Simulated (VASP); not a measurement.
# ZrS (Fmmm) in VASP: notebook

ZrS is run at these levels: PBEsol; tasks: single point.

Program: VASP 6.6.1. These are calculated values, not measurements. Logs are shortened: lines on timing, memory, paths and dates and some standing lists are left out, and cuts for length are marked.

## 1. The cell of the first run

Symmetry: Fmmm, No. 69, orthorhombic system. Conventional cell: a = 5.029 Å, b = 5.167 Å, c = 5.305 Å, α = 90.00°, β = 90.00°, γ = 90.00°. Zr (site symmetry mmm) has 6 S at 2.51 to 2.65 Å within 3.3 Å. S (site symmetry mmm) has 6 Zr at 2.51 to 2.65 Å within 3.3 Å.

## 2. Single point, PBEsol

INCAR

```
SYSTEM = ZrS
  PREC = Accurate
  ENCUT = 520
  EDIFF = 1E-6
  ISMEAR = 0
  SIGMA = 0.15
  LREAL = .False.
  LASPH = .True.
  NELM = 60
  ALGO = Normal
  ISIF = 2
  LWAVE = .False.
  LCHARG = .False.
  GGA = PS
  NBANDS = 16
```

KPOINTS

```
Automatic mesh
0
Gamma
  16 16 16
  0 0 0
```

POSCAR

```
ZrS
1.0
    0.0000000000      2.6523528408      2.5833766834
    2.5144005260      0.0000000000      2.5833766834
    2.5144005260      2.6523528408      0.0000000000
Zr S
1 1
Direct
    0.0000000000      0.0000000000      0.0000000000
    0.5000000000      0.5000000000      0.5000000000
```

Potentials or basis: VASP PAW PBE potentials, release 64 (Zr_sv, S).

Run with:

```sh
> cat potpaw_PBE.64/Zr_sv/POTCAR potpaw_PBE.64/S/POTCAR > POTCAR
> mpirun -np 1 vasp_std > vasp.out
```

OUTCAR:

```text
SYSTEM = ZrS
   PREC = Accurate
   ENCUT = 520
   EDIFF = 1E-6
   ISMEAR = 0
   LREAL = .False.
   LASPH = .True.
   NELM = 60
   ISIF = 2
   GGA = PS

 ion  position               nearest neighbor table
   1  0.000  0.000  0.000-   2 2.51   2 2.51   2 2.58   2 2.58   2 2.65   2 2.65
   2  0.500  0.500  0.500-   1 2.51   1 2.51   1 2.58   1 2.58   1 2.65   1 2.65

  LATTYP: Found a face centered orthorhombic cell.
 ALAT       =     5.0288010520
 B/A-ratio  =     1.0274324463
 C/A-ratio  =     1.0548648926

  Lattice vectors:

 A1 = (   0.0000000000,   2.6523528408,  -2.5833766834)
 A2 = (   2.5144005260,   2.6523528408,   0.0000000000)
 A3 = (   2.5144005260,   0.0000000000,  -2.5833766834)

Analysis of symmetry for initial positions (statically):
=====================================================================
 Subroutine PRICEL returns:
 Original cell was already a primitive cell.

 Routine SETGRP: Setting up the symmetry group for a
 face centered orthorhombic supercell.

 Subroutine GETGRP returns: Found  8 space group operations
 (whereof  8 operations were pure point group operations)
 out of a pool of  8 trial point group operations.

The static configuration has the point symmetry D_2h.

Analysis of symmetry for dynamics (positions and initial velocities):
=====================================================================
 Subroutine PRICEL returns:
 Original cell was already a primitive cell.

 Routine SETGRP: Setting up the symmetry group for a
 face centered orthorhombic supercell.

 Subroutine GETGRP returns: Found  8 space group operations
 (whereof  8 operations were pure point group operations)
 out of a pool of  8 trial point group operations.

The dynamic configuration has the point symmetry D_2h.

 Subroutine INISYM returns: Found  8 space group operations
 (whereof  8 operations are pure point group operations),
 and found     1 'primitive' translations

----------------------------------------------------------------------------------------

                                     Primitive cell

  volume of cell :      34.4575

  direct lattice vectors                    reciprocal lattice vectors
     0.000000000  2.652352841  2.583376683    -0.198854556  0.188511872  0.193545139
     2.514400526  0.000000000  2.583376683     0.198854556 -0.188511872  0.193545139
     2.514400526  2.652352841  0.000000000     0.198854556  0.188511872 -0.193545139

  length of vectors
     3.702541111  3.605002787  3.654748363     0.335469196  0.335469196  0.335469196

  position of ions in fractional coordinates (direct lattice)
     0.000000000  0.000000000  0.000000000
     0.500000000  0.500000000  0.500000000

  ion indices of the primitive-cell ions
   primitive index   ion index
                 1           1
                 2           2

----------------------------------------------------------------------------------------

 KPOINTS: Automatic mesh

Automatic generation of k-mesh.
 Grid dimensions read from file:
 generate k-points for:   16   16   16

 Generating k-lattice:

  Cartesian coordinates                     Fractional coordinates (reciprocal lattice)
    -0.012428410  0.011781992  0.012096571     0.062500000  0.000000000  0.000000000
     0.012428410 -0.011781992  0.012096571     0.000000000  0.062500000 -0.000000000
     0.012428410  0.011781992 -0.012096571     0.000000000 -0.000000000  0.062500000

  Length of vectors
     0.020966825  0.020966825  0.020966825

  Shift w.r.t. Gamma in fractional coordinates (k-lattice)
     0.000000000  0.000000000  0.000000000

 Subroutine IBZKPT returns following result:
 ===========================================

 Found    621 irreducible k-points:

 Following reciprocal coordinates:
            Coordinates               Weight
  0.000000  0.000000  0.000000      1.000000
  0.062500  0.000000  0.000000      8.000000
  0.125000  0.000000  0.000000      8.000000
  0.187500  0.000000  0.000000      8.000000
  0.250000  0.000000  0.000000      8.000000
  0.312500  0.000000  0.000000      8.000000
[... 16 lines left out ...]
 -0.125000  0.062500  0.000000      8.000000
 -0.062500  0.062500  0.000000      4.000000
 [... further k-points ...]
   k-points           NKPTS =    621   k-points in BZ     NKDIM =    621   number of bands    NBANDS=     16
   number of dos      NEDOS =    301   number of ions     NIONS =      2
   total plane-waves  NPLWV =  21952
   dimension x,y,z NGX =    28 NGY =   28 NGZ =   28
   dimension x,y,z NGXF=    56 NGYF=   56 NGZF=   56
   ions per type =               1   1
   NGX,Y,Z   is equivalent  to a cutoff of  12.57, 12.91, 12.74 a.u.
   NGXF,Y,Z  is equivalent  to a cutoff of  25.14, 25.82, 25.47 a.u.
 SYSTEM =  ZrS
   PREC   = accura    normal or accurate (medium, high low for compatibility)
   ISTART =      0    job   : 0-new  1-cont  2-samecut
   ICHARG =      2    charge: 1-file 2-atom 10-const
   ISPIN  =      1    spin polarized calculation?
   LNONCOLLINEAR =      F non collinear calculations
   LSORBIT =      F    spin-orbit coupling
   LASPH  =      T    aspherical Exc in radial PAW
   ENCUT  =  520.0 eV  38.22 Ry    6.18 a.u.   6.88  6.70  6.80*2*pi/ulx,y,z
   NELM   =     60;   NELMIN=  2; NELMDL= -5     # of ELM steps
   EDIFF  = 0.1E-05   stopping-criterion for ELM
   LREAL  =      F    real-space projection
   EDIFFG = 0.1E-04   stopping-criterion for IOM
   NSW    =      0    number of steps for IOM
   IBRION =     -1    ionic relax: 0-MD 1-quasi-New 2-CG
   NFREE  =      0    steps in history (QN), initial steepest desc. (CG)
   ISIF   =      2    stress and relaxation
   ISYM   =      2    0-nonsym 1-usesym 2-fastsym
   POTIM  = 0.5000    time-step for ionic-motion
   TEBEG  =    0.0;   TEEND  =   0.0 temperature during run
   PSTRESS=    0.0 pullay stress
   NELECT =      18.0000    total number of electrons
   NUPDOWN=      -1.0000    fix difference up-down
   EMIN   =  10.00;   EMAX   =-10.00  energy-range for DOS
   EFERMI =   0.00;   METHOD = LEGACY
   ISMEAR =     0;   SIGMA  =   0.15  broadening in eV -4-tet -1-fermi 0-gaus
   EFERMI_NEDOS =   21; number of points for ismear=-14 and -15
   IALGO  =     38    algorithm
   IMIX   =      4    mixing-type and parameters
     AMIX     =   0.40;   BMIX     =  1.00
     AMIX_MAG =   1.60;   BMIX_MAG =  1.00
  volume/ion in A,a.u.               =      17.23       116.27
  Fermi-wavevector in a.u.,A,eV,Ry     =   1.318473  2.491552 23.651966  1.738370
  Thomas-Fermi vector in A             =   2.448440
   LORBIT       =      0    0 simple, 1 ext, 2 COOP (PROOUT), +10 PAW based schemes
   GGA     = PS    functional components
   LHFCALC =     F    Hartree Fock is set to
   AEXX    =    0.0000 exact exchange contribution
   IVDW    =     0    specifies the selected vdW correction
   LEPSILON=     F    determine dielectric tensor
   LRPA    =     F    only Hartree local field effects (RPA)
 non-spin polarized calculation
 Gauss-broadening in eV      SIGMA  =   0.15
  energy-cutoff  :      520.00
  volume of cell :       34.46
 maximum number of plane-waves:       950
   NGX = 13   NGY = 13   NGZ = 13

 number of electron      17.9999999 magnetization

 Free energy of the ion-electron system (eV)
  ---------------------------------------------------
  ext. energy  EPLUGINS =         0.00000000
  ---------------------------------------------------
  free energy    TOTEN  =       -16.47252867 eV

  energy without entropy =      -16.45894845  energy(sigma->0) =      -16.46573856

 E-fermi :  11.1991     XC(G=0): -11.6921

 val. band max:       11.1980298880   @ k =   0.3125   0.1875   0.1250
 cond. band min:      11.2039937522   @ k =   0.2500   0.1250   0.0625
 fundamental gap:      0.0059638642
 Fermi energy:        11.1991027258

 k-point     1 :       0.0000    0.0000    0.0000
  band No.  band energies     occupation
      1     -38.5562      2.00000
      2     -16.5811      2.00000
      3     -16.5564      2.00000
      4     -16.5390      2.00000
      5      -4.8352      2.00000
      6       7.6134      2.00000
[... 8 lines left out ...]
     15      18.3646      0.00000
     16      23.6433      0.00000

 k-point     2 :       0.0625    0.0000    0.0000
  band No.  band energies     occupation
      1     -38.5549      2.00000
      2     -16.5907      2.00000
      3     -16.5623      2.00000
      4     -16.5437      2.00000
      5      -4.7789      2.00000
      6       7.3232      2.00000
[... 8 lines left out ...]
     15      18.5482      0.00000
     16      23.3617      0.00000

 k-point     3 :       0.1250    0.0000    0.0000
  band No.  band energies     occupation
      1     -38.5512      2.00000
      2     -16.6325      2.00000
      3     -16.5700      2.00000
      4     -16.5515      2.00000
      5      -4.6159      2.00000
      6       6.5953      2.00000
[... 8 lines left out ...]
     15      19.0293      0.00000
     16      22.6095      0.00000

 k-point     4 :       0.1875    0.0000    0.0000
  band No.  band energies     occupation
      1     -38.5457      2.00000
      2     -16.7025      2.00000
      3     -16.5751      2.00000
      4     -16.5606      2.00000
      5      -4.3628      2.00000
      6       5.7317      2.00000
[... 8 lines left out ...]
     15      19.4904      0.00000
     16      21.9376      0.00000

 k-point     5 :       0.2500    0.0000    0.0000
  band No.  band energies     occupation
      1     -38.5392      2.00000
      2     -16.7852      2.00000
      3     -16.5800      2.00000
      4     -16.5708      2.00000
      5      -4.0466      2.00000
      6       4.8790      2.00000
[... 8 lines left out ...]
     15      19.4818      0.00000
     16      20.9470      0.00000

 k-point     6 :       0.3125    0.0000    0.0000
  band No.  band energies     occupation
      1     -38.5327      2.00000
      2     -16.8665      2.00000
      3     -16.5845      2.00000
      4     -16.5807      2.00000
      5      -3.7052      2.00000
      6       4.1130      2.00000
[... 8 lines left out ...]
     15      19.4546      0.00000
     16      19.8096      0.00000

 k-point     7 :       0.3750    0.0000    0.0000
  band No.  band energies     occupation
      1     -38.5272      2.00000
      2     -16.9342      2.00000
      3     -16.5893      2.00000
      4     -16.5879      2.00000
      5      -3.3884      2.00000
      6       3.4939      2.00000
[... 8 lines left out ...]
     15      18.4575      0.00000
     16      18.9251      0.00000

 k-point     8 :       0.4375    0.0000    0.0000
  band No.  band energies     occupation
      1     -38.5235      2.00000
      2     -16.9788      2.00000
      3     -16.5947      2.00000
      4     -16.5905      2.00000
      5      -3.1575      2.00000
      6       3.0830      2.00000
[... 8 lines left out ...]
     15      17.5170      0.00000
     16      18.1228      0.00000

 k-point     9 :       0.5000    0.0000    0.0000
  band No.  band energies     occupation
      1     -38.5222      2.00000
      2     -16.9943      2.00000
      3     -16.5967      2.00000
      4     -16.5914      2.00000
      5      -3.0718      2.00000
      6       2.9376      2.00000
[... 8 lines left out ...]
     15      17.4517      0.00000
     16      17.6399      0.00000
[... 172 lines left out ...]
 k-point    19 :      -0.3750    0.0625   -0.0000
  band No.  band energies     occupation
      1     -38.5251      2.00000
      2     -16.9463      2.00000
      3     -16.6056      2.00000
      4     -16.5879      2.00000
      5      -3.3081      2.00000
      6       3.3669      2.00000
[... 8 lines left out ...]
     15      18.2300      0.00000
     16      18.6529      0.00000

 k-point    20 :      -0.3125    0.0625    0.0000
  band No.  band energies     occupation
      1     -38.5300      2.00000
      2     -16.8874      2.00000
      3     -16.6017      2.00000
      4     -16.5805      2.00000
      5      -3.5872      2.00000
      6       3.8828      2.00000
[... 8 lines left out ...]
     15      19.1785      0.00000
     16      19.5574      0.00000

 k-point    21 :      -0.2500    0.0625    0.0000
  band No.  band energies     occupation
      1     -38.5362      2.00000
      2     -16.8123      2.00000
      3     -16.5953      2.00000
      4     -16.5722      2.00000
      5      -3.9115      2.00000
      6       4.5526      2.00000
[... 8 lines left out ...]
     15      19.5515      0.00000
     16      20.1393      0.00000

 k-point    22 :      -0.1875    0.0625   -0.0000
  band No.  band energies     occupation
      1     -38.5427      2.00000
      2     -16.7322      2.00000
      3     -16.5871      2.00000
      4     -16.5641      2.00000
      5      -4.2286      2.00000
      6       5.3140      2.00000
[... 8 lines left out ...]
     15      19.6218      0.00000
     16      20.9822      0.00000

 k-point    23 :      -0.1250    0.0625    0.0000
  band No.  band energies     occupation
      1     -38.5486      2.00000
      2     -16.6605      2.00000
      3     -16.5776      2.00000
      4     -16.5571      2.00000
      5      -4.4974      2.00000
      6       6.0991      2.00000
[... 8 lines left out ...]
     15      19.3386      0.00000
     16      21.8960      0.00000

 k-point    24 :      -0.0625    0.0625    0.0000
  band No.  band energies     occupation
      1     -38.5528      2.00000
      2     -16.6115      2.00000
      3     -16.5667      2.00000
      4     -16.5511      2.00000
      5      -4.6875      2.00000
      6       6.8179      2.00000
[... 8 lines left out ...]
     15      18.8339      0.00000
     16      22.9554      0.00000

 [... further k-points ...]

------------------------ aborting loop because EDIFF is reached ----------------------------------------

  FORCE on cell =-STRESS in cart. coord.  units (eV):
  Direction    XX          YY          ZZ          XY          YZ          ZX
  --------------------------------------------------------------------------------------
  -------------------------------------------------------------------------------------
  Total        2.1720714     -1.4196348     -0.0166310      0.0000000      0.0000000      0.0000000
  in kB      100.9953088    -66.0090875     -0.7732950      0.0000000      0.0000000      0.0000000
  external PRESSURE =      11.4043088 kB  Pullay stress =       0.0000000 kB

 VOLUME and BASIS-vectors are now :
 -----------------------------------------------------------------------------
  energy-cutoff  :      520.00
  volume of cell :       34.46
      direct lattice vectors                 reciprocal lattice vectors
     0.000000000  2.652352841  2.583376683    -0.198854556  0.188511872  0.193545139
     2.514400526  0.000000000  2.583376683     0.198854556 -0.188511872  0.193545139
     2.514400526  2.652352841  0.000000000     0.198854556  0.188511872 -0.193545139

 POSITION                                       TOTAL-FORCE (eV/Angst)
 -----------------------------------------------------------------------------------
      0.00000      0.00000      0.00000         0.000000      0.000000      0.000000
      2.51440      2.65235      2.58338         0.000000     -0.000000      0.000000
 -----------------------------------------------------------------------------------
    total drift:                                0.000000      0.000000      0.000000

  FREE ENERGIE OF THE ION-ELECTRON SYSTEM (eV)
  ---------------------------------------------------
  free  energy   TOTEN  =       -16.4725286682 eV

  energy  without entropy=      -16.4589484508  energy(sigma->0) =      -16.46573856
```

Run time: 4.7 min. Hardware: 1 thread of Intel Xeon Platinum 8259CL at 2.50GHz (Skylake/Cascade Lake), shared host; peak memory 0.43 GiB.

What came out:

- Free energy: -16.4725 eV
- Pressure: 1.1 GPa
- Band gap on the k mesh: zero (bands 9 and 10 overlap by 2.96 eV)

Stress tensor (GPa, compression positive):
```
10.10  0.00  0.00
 0.00 -6.60  0.00
 0.00  0.00 -0.08
```

Levels at points of the mesh, in eV from the Fermi level:
```tsv
k point	band 5	band 6	band 7	band 8	band 9	band 10	band 11	band 12	band 13	band 14
(0.00, 0.00, 0.00)	-16.03	-3.59	-3.51	-3.41	-1.74	-1.45	-1.16	-0.88	-0.68	2.36
(0.50, 0.00, 0.00)	-14.27	-8.26	-6.17	-6.14	1.51	1.70	1.92	2.00	5.65	5.68
(0.50, 0.50, 0.00)	-15.15	-6.32	-4.49	-4.42	-3.67	0.50	2.36	2.75	3.05	3.74
(0.50, 0.00, 0.50)	-15.18	-6.49	-4.36	-4.31	-3.70	0.41	2.50	2.65	3.06	3.69
(0.00, 0.50, 0.50)	-15.12	-6.11	-4.60	-4.59	-3.66	0.67	2.40	2.64	3.03	3.75
```

Caveat: the cell differs from its parent crystal (strain +e along x and -e along y -0.0267, strain +e along z and -e/2 along x and y +0.0000); the stress differs along the axes, from -7 to 10 GPa; the PAW data sets were made with another functional, which shifts forces and pressure a little.

(Part 1 of 2 ends here.)
